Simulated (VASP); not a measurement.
# BAs (F-43m) in VASP: a series of runs

The runs below take BAs through electric field gradients, with LDA.

All numbers are computed with VASP 6.6.1; they aren't measurements. Logs are shortened: lines on timing, memory, paths and dates and some standing lists are left out, and cuts for length are marked.

## 1. The cell of the first run

It takes space group F-43m (No. 216, cubic). The conventional cell has a = 4.679 Å, b = 4.679 Å, c = 4.679 Å, α = 90.00°, β = 90.00°, γ = 90.00°. Within 2.7 Å of B (site symmetry -43m) lie 4 As at 2.03 Å. As (site symmetry -43m) has 4 B at 2.03 Å within 2.7 Å.

## 2. Electric field gradients, LDA (12.81 Å³/atom)

The input, INCAR:

```
ALGO = Normal
EDIFF = 1E-8
ENCUT = 520
GGA = CA
ISIF = 2
ISMEAR = -1
LASPH = True
LCHARG = False
LEFG = True
LREAL = False
LWAVE = False
NBANDS = 11
NELM = 60
PREC = Accurate
SIGMA = 0.03
```

The input, KPOINTS:

```
k-points
0
Gamma
  15 15 15
```

The input, POSCAR:

```
BAs
1.0
    0.0000000000      2.3397414207      2.3397414207
    2.3397414207      0.0000000000      2.3397414207
    2.3397414207      2.3397414207      0.0000000000
B As
1 1
Direct
    0.0000000000      0.0000000000      0.0000000000
    0.7500000000      0.7500000000      0.7500000000
```

Potentials or basis: VASP PAW LDA potentials, release 64 (B, As).

Launch:

```bash
> cat potpaw_LDA.64/B/POTCAR potpaw_LDA.64/As/POTCAR > POTCAR
> mpirun -np 1 vasp_std > vasp.out
```

OUTCAR:

```text
EDIFF = 1E-8
   ENCUT = 520
   GGA = CA
   ISIF = 2
   ISMEAR = -1
   LASPH = True
   LREAL = False
   NELM = 60
   PREC = Accurate

 ion  position               nearest neighbor table
   1  0.000  0.000  0.000-   2 2.03   2 2.03   2 2.03   2 2.03
   2  0.750  0.750  0.750-   1 2.03   1 2.03   1 2.03   1 2.03

  LATTYP: Found a face centered cubic cell.
 ALAT       =     4.6794828414

  Lattice vectors:

 A1 = (   0.0000000000,   2.3397414207,   2.3397414207)
 A2 = (   2.3397414207,   0.0000000000,   2.3397414207)
 A3 = (   2.3397414207,   2.3397414207,   0.0000000000)

Analysis of symmetry for initial positions (statically):
=====================================================================
 Subroutine PRICEL returns:
 Original cell was already a primitive cell.

 Routine SETGRP: Setting up the symmetry group for a
 face centered cubic supercell.

 Subroutine GETGRP returns: Found 24 space group operations
 (whereof 24 operations were pure point group operations)
 out of a pool of 48 trial point group operations.

The static configuration has the point symmetry T_d .

Analysis of symmetry for dynamics (positions and initial velocities):
=====================================================================
 Subroutine PRICEL returns:
 Original cell was already a primitive cell.

 Routine SETGRP: Setting up the symmetry group for a
 face centered cubic supercell.

 Subroutine GETGRP returns: Found 24 space group operations
 (whereof 24 operations were pure point group operations)
 out of a pool of 48 trial point group operations.

The dynamic configuration has the point symmetry T_d .

 Subroutine INISYM returns: Found 24 space group operations
 (whereof 24 operations are pure point group operations),
 and found     1 'primitive' translations

----------------------------------------------------------------------------------------

                                     Primitive cell

  volume of cell :      25.6173

  direct lattice vectors                    reciprocal lattice vectors
     0.000000000  2.339741421  2.339741421    -0.213698828  0.213698828  0.213698828
     2.339741421  0.000000000  2.339741421     0.213698828 -0.213698828  0.213698828
     2.339741421  2.339741421  0.000000000     0.213698828  0.213698828 -0.213698828

  length of vectors
[... 132 lines left out ...]
 val. band max:        6.8733585833   @ k =   0.0000   0.0000   0.0000
 cond. band min:       7.9395027445   @ k =   0.4000   0.4000   0.0000
 fundamental gap:      1.0661441613
 Fermi energy:         7.3846400751

 k-point     1 :       0.0000    0.0000    0.0000
  band No.  band energies     occupation
      1      -9.0790      2.00000
      2       6.8734      2.00000
      3       6.8734      2.00000
      4       6.8734      2.00000
      5      10.2053      0.00000
      6      10.2053      0.00000
      7      10.2053      0.00000
      8      12.3697      0.00000
      9      16.5516      0.00000
     10      20.1682      0.00000
     11      20.1682      0.00000
[... 309 lines left out ...]
 k-point    24 :       0.2000    0.1333    0.0000
  band No.  band energies     occupation
      1      -8.3904      2.00000
      2       4.0104      2.00000
      3       5.0600      2.00000
      4       5.3486      2.00000
      5       9.3704      0.00000
      6      12.2899      0.00000
      7      12.6531      0.00000
      8      13.2639      0.00000
      9      16.9771      0.00000
     10      19.0055      0.00000
     11      20.3710      0.00000

 [... further k-points ...]

------------------------ aborting loop because EDIFF is reached ----------------------------------------

  FORCE on cell =-STRESS in cart. coord.  units (eV):
  Direction    XX          YY          ZZ          XY          YZ          ZX
  --------------------------------------------------------------------------------------
  -------------------------------------------------------------------------------------
  Total        1.0236622      1.0236622      1.0236622      0.0000000      0.0000000      0.0000000
  in kB       64.0226503     64.0226503     64.0226503      0.0000000      0.0000000      0.0000000
  external PRESSURE =      64.0226503 kB  Pullay stress =       0.0000000 kB

 VOLUME and BASIS-vectors are now :
 -----------------------------------------------------------------------------
  energy-cutoff  :      520.00
  volume of cell :       25.62
      direct lattice vectors                 reciprocal lattice vectors
     0.000000000  2.339741421  2.339741421    -0.213698828  0.213698828  0.213698828
     2.339741421  0.000000000  2.339741421     0.213698828 -0.213698828  0.213698828
     2.339741421  2.339741421  0.000000000     0.213698828  0.213698828 -0.213698828

 POSITION                                       TOTAL-FORCE (eV/Angst)
 -----------------------------------------------------------------------------------
      0.00000      0.00000      0.00000        -0.000000     -0.000000      0.000000
      3.50961      3.50961      3.50961         0.000000      0.000000     -0.000000
 -----------------------------------------------------------------------------------
    total drift:                                0.000000      0.000000      0.000000

  FREE ENERGIE OF THE ION-ELECTRON SYSTEM (eV)
  ---------------------------------------------------
  free  energy   TOTEN  =       -12.9064157850 eV

  energy  without entropy=      -12.9064157850  energy(sigma->0) =      -12.90641578

 Electric field gradients (V/A^2)
---------------------------------------------------------------------
 ion       V_xx      V_yy      V_zz      V_xy      V_xz      V_yz
---------------------------------------------------------------------
   1       0.000     0.000     0.000     0.000     0.000     0.000
   2      -0.000    -0.000     0.000     0.000     0.000     0.000
---------------------------------------------------------------------

 Electric field gradients after diagonalization (V/A^2)
 (convention: |V_zz| > |V_xx| > |V_yy|)
----------------------------------------------------------------------
 ion       V_xx      V_yy      V_zz     asymmetry (V_yy - V_xx)/ V_zz
----------------------------------------------------------------------
   1      -0.000    -0.000     0.000       0.000
   2      -0.000    -0.000     0.000       0.000
----------------------------------------------------------------------

           NMR quadrupolar parameters

 Cq : quadrupolar parameter    Cq=e*Q*V_zz/h
 eta: asymmetry parameters     (V_yy - V_xx)/ V_zz
 Q  : nuclear electric quadrupole moment in mb (millibarn)
----------------------------------------------------------------------
 ion       Cq(MHz)       eta       Q (mb)
----------------------------------------------------------------------
   1       0.000       0.000       1.000
   2       0.000       0.000       1.000
----------------------------------------------------------------------
```

Run time: 36 s. Hardware: 1 thread of Intel Xeon 8259CL, shared host; peak memory 0.17 GiB.

Results:

```yaml
Free_energy: -12.9064 eV
Pressure: 6.4 GPa
Band_gap_on_the_k_mesh: 1.07 eV (least direct gap 3.33 eV)
Largest_electric_field_gradient_by_atom: zero within the noise of the run
```

Caveat: the cell stands under pressure; an odd mesh through Γ misses points on the zone boundary, where band edges can lie.

## 3. Electric field gradients, LDA (14.17 Å³/atom)

This run uses another cell than the first one, of 14.17 Å³/atom.

The input, INCAR:

```
  PREC = Accurate
  ENCUT = 520
  EDIFF = 1E-8
  ISMEAR = -1
  SIGMA = 0.03
  LREAL = F
  LASPH = T
  NELM = 80
  ALGO = Normal
  ISIF = 2
  LWAVE = F
  LCHARG = F
  GGA = CA
  LEFG = T
  NBANDS = 11
```

The input, KPOINTS:

```
regular mesh
0
Gamma
  15 15 15
```

The input, POSCAR:

```
BAs
1.0
    0.0000000000      2.4199312360      2.4199312360
    2.4199312360      0.0000000000      2.4199312360
    2.4199312360      2.4199312360      0.0000000000
B As
1 1
Direct
    0.0000000000      0.0000000000      0.0000000000
    0.7500000000      0.7500000000      0.7500000000
```

Potentials or basis: VASP PAW LDA potentials, release 64 (B, As).

Launch:

```bash
> cat potpaw_LDA.64/B/POTCAR potpaw_LDA.64/As/POTCAR > POTCAR
> mpirun -np 1 vasp_std > vasp.out
```

OUTCAR:

```text
PREC = Accurate
   ENCUT = 520
   EDIFF = 1E-8
   ISMEAR = -1
   LREAL = F
   LASPH = T
   NELM = 80
   ISIF = 2
   GGA = CA

 ion  position               nearest neighbor table
   1  0.000  0.000  0.000-   2 2.10   2 2.10   2 2.10   2 2.10
   2  0.750  0.750  0.750-   1 2.10   1 2.10   1 2.10   1 2.10

  LATTYP: Found a face centered cubic cell.
 ALAT       =     4.8398624720

  Lattice vectors:

 A1 = (   0.0000000000,   2.4199312360,   2.4199312360)
 A2 = (   2.4199312360,   0.0000000000,   2.4199312360)
 A3 = (   2.4199312360,   2.4199312360,   0.0000000000)

Analysis of symmetry for initial positions (statically):
=====================================================================
 Subroutine PRICEL returns:
 Original cell was already a primitive cell.

 Routine SETGRP: Setting up the symmetry group for a
 face centered cubic supercell.

 Subroutine GETGRP returns: Found 24 space group operations
 (whereof 24 operations were pure point group operations)
 out of a pool of 48 trial point group operations.

The static configuration has the point symmetry T_d .

Analysis of symmetry for dynamics (positions and initial velocities):
=====================================================================
 Subroutine PRICEL returns:
 Original cell was already a primitive cell.

 Routine SETGRP: Setting up the symmetry group for a
 face centered cubic supercell.

 Subroutine GETGRP returns: Found 24 space group operations
 (whereof 24 operations were pure point group operations)
 out of a pool of 48 trial point group operations.

The dynamic configuration has the point symmetry T_d .

 Subroutine INISYM returns: Found 24 space group operations
 (whereof 24 operations are pure point group operations),
 and found     1 'primitive' translations

----------------------------------------------------------------------------------------

                                     Primitive cell

  volume of cell :      28.3426

  direct lattice vectors                    reciprocal lattice vectors
     0.000000000  2.419931236  2.419931236    -0.206617441  0.206617441  0.206617441
     2.419931236  0.000000000  2.419931236     0.206617441 -0.206617441  0.206617441
     2.419931236  2.419931236  0.000000000     0.206617441  0.206617441 -0.206617441

  length of vectors
     3.422299574  3.422299574  3.422299574     0.357871906  0.357871906  0.357871906

  position of ions in fractional coordinates (direct lattice)
     0.000000000  0.000000000  0.000000000
     0.750000000  0.750000000  0.750000000

  ion indices of the primitive-cell ions
   primitive index   ion index
                 1           1
                 2           2

----------------------------------------------------------------------------------------

 KPOINTS: regular mesh

Automatic generation of k-mesh.
[... 79 lines left out ...]
   EMIN   =  10.00;   EMAX   =-10.00  energy-range for DOS
   EFERMI =   0.00;   METHOD = LEGACY
   ISMEAR =    -1;   SIGMA  =   0.03  broadening in eV -4-tet -1-fermi 0-gaus
   EFERMI_NEDOS =   21; number of points for ismear=-14 and -15
   IALGO  =     38    algorithm
   IMIX   =      4    mixing-type and parameters
     AMIX     =   0.40;   BMIX     =  1.00
     AMIX_MAG =   1.60;   BMIX_MAG =  1.00
  volume/ion in A,a.u.               =      14.17        95.63
  Fermi-wavevector in a.u.,A,eV,Ry     =   1.073887  2.029352 15.690683  1.153233
  Thomas-Fermi vector in A             =   2.209699
   LORBIT       =      0    0 simple, 1 ext, 2 COOP (PROOUT), +10 PAW based schemes
   GGA     = CA    functional components
   LHFCALC =     F    Hartree Fock is set to
   AEXX    =    0.0000 exact exchange contribution
   IVDW    =     0    specifies the selected vdW correction
   LEPSILON=     F    determine dielectric tensor
   LRPA    =     F    only Hartree local field effects (RPA)
 non-spin polarized calculation
  energy-cutoff  :      520.00
  volume of cell :       28.34
 maximum number of plane-waves:       785
 NGX is ok and might be reduce to    28
   NGX = 13   NGY = 13   NGZ = 13

 number of electron       8.0000000 magnetization

 Free energy of the ion-electron system (eV)
  ---------------------------------------------------
  ext. energy  EPLUGINS =         0.00000000
  ---------------------------------------------------
  free energy    TOTEN  =       -12.88343400 eV

  energy without entropy =      -12.88343400  energy(sigma->0) =      -12.88343400

 E-fermi :   6.2781     XC(G=0): -10.6216

 val. band max:        5.7215054109   @ k =   0.0000   0.0000   0.0000
 cond. band min:       6.8774602475   @ k =   0.4000   0.4000   0.0000
 fundamental gap:      1.1559548367
 Fermi energy:         6.2780864353

 k-point     1 :       0.0000    0.0000    0.0000
  band No.  band energies     occupation
      1      -9.3062      2.00000
      2       5.7215      2.00000
      3       5.7215      2.00000
      4       5.7215      2.00000
      5       8.9215      0.00000
      6       8.9215      0.00000
      7       8.9215      0.00000
      8       9.9200      0.00000
      9      14.8861      0.00000
     10      18.5932      0.00000
     11      18.5932      0.00000
[... 309 lines left out ...]
 k-point    24 :       0.2000    0.1333    0.0000
  band No.  band energies     occupation
      1      -8.6796      2.00000
      2       2.9475      2.00000
      3       4.1025      2.00000
      4       4.2880      2.00000
      5       8.1610      0.00000
      6      10.5687      0.00000
      7      11.1258      0.00000
      8      11.5932      0.00000
      9      15.3448      0.00000
     10      17.0666      0.00000
     11      18.8058      0.00000

 [... further k-points ...]

------------------------ aborting loop because EDIFF is reached ----------------------------------------

  FORCE on cell =-STRESS in cart. coord.  units (eV):
  Direction    XX          YY          ZZ          XY          YZ          ZX
  --------------------------------------------------------------------------------------
  -------------------------------------------------------------------------------------
  Total       -1.4057091     -1.4057091     -1.4057091     -0.0000000     -0.0000000     -0.0000000
  in kB      -79.4633655    -79.4633655    -79.4633655     -0.0000000     -0.0000000     -0.0000000
  external PRESSURE =     -79.4633655 kB  Pullay stress =       0.0000000 kB

 VOLUME and BASIS-vectors are now :
 -----------------------------------------------------------------------------
  energy-cutoff  :      520.00
  volume of cell :       28.34
      direct lattice vectors                 reciprocal lattice vectors
     0.000000000  2.419931236  2.419931236    -0.206617441  0.206617441  0.206617441
     2.419931236  0.000000000  2.419931236     0.206617441 -0.206617441  0.206617441
     2.419931236  2.419931236  0.000000000     0.206617441  0.206617441 -0.206617441

 POSITION                                       TOTAL-FORCE (eV/Angst)
 -----------------------------------------------------------------------------------
      0.00000      0.00000      0.00000         0.000000      0.000000      0.000000
      3.62990      3.62990      3.62990        -0.000000     -0.000000     -0.000000
 -----------------------------------------------------------------------------------
    total drift:                                0.000000      0.000000      0.000000

  FREE ENERGIE OF THE ION-ELECTRON SYSTEM (eV)
  ---------------------------------------------------
  free  energy   TOTEN  =       -12.8834340041 eV

  energy  without entropy=      -12.8834340041  energy(sigma->0) =      -12.88343400

 Electric field gradients (V/A^2)
---------------------------------------------------------------------
 ion       V_xx      V_yy      V_zz      V_xy      V_xz      V_yz
---------------------------------------------------------------------
   1      -0.000     0.000     0.000    -0.000    -0.000    -0.000
   2      -0.000    -0.000     0.000     0.000     0.000     0.000
---------------------------------------------------------------------

 Electric field gradients after diagonalization (V/A^2)
 (convention: |V_zz| > |V_xx| > |V_yy|)
----------------------------------------------------------------------
 ion       V_xx      V_yy      V_zz     asymmetry (V_yy - V_xx)/ V_zz
----------------------------------------------------------------------
   1       0.000     0.000    -0.000       0.000
   2      -0.000    -0.000     0.000       0.000
----------------------------------------------------------------------

           NMR quadrupolar parameters

 Cq : quadrupolar parameter    Cq=e*Q*V_zz/h
 eta: asymmetry parameters     (V_yy - V_xx)/ V_zz
 Q  : nuclear electric quadrupole moment in mb (millibarn)
----------------------------------------------------------------------
 ion       Cq(MHz)       eta       Q (mb)
----------------------------------------------------------------------
   1      -0.000       0.000       1.000
   2       0.000       0.000       1.000
----------------------------------------------------------------------
```

stdout:

```text
POSCAR found type information on POSCAR B As
 POSCAR found :  2 types and       2 ions
 scaLAPACK will be used
 LDA part: xc-table for (Slater(with rela. corr.)+CA(PZ))
 , standard interpolation
 POSCAR, INCAR and KPOINTS ok, starting setup
 FFT: planning ... GRIDC
 FFT: planning ... GRID_SOFT
 FFT: planning ... GRID
 WAVECAR not read
 entering main loop
ion   1

ion   2
```

It took 20 s on 1 thread of Intel Xeon Platinum 8488C (Sapphire Rapids), shared host; peak memory 0.17 GiB.

What came out:

| Quantity | Value |
| --- | --- |
| Free energy | -12.8834 eV |
| Pressure | -7.9 GPa |
| Band gap on the k mesh | 1.16 eV (least direct gap 3.20 eV) |
| Largest electric field gradient by atom | zero within the noise of the run |

Levels at points of the mesh, in eV from the valence-band top:
```tsv
k point	band 1	band 2	band 3	band 4	band 5	band 6	band 7	band 8	band 9
(0.00, 0.00, 0.00)	-15.03	0.00	0.00	0.00	3.20	3.20	3.20	4.20	9.16
```

Caveat: the cell stands under tension; an odd mesh through Γ misses points on the zone boundary, where band edges can lie.

[end of part 1 of 2]
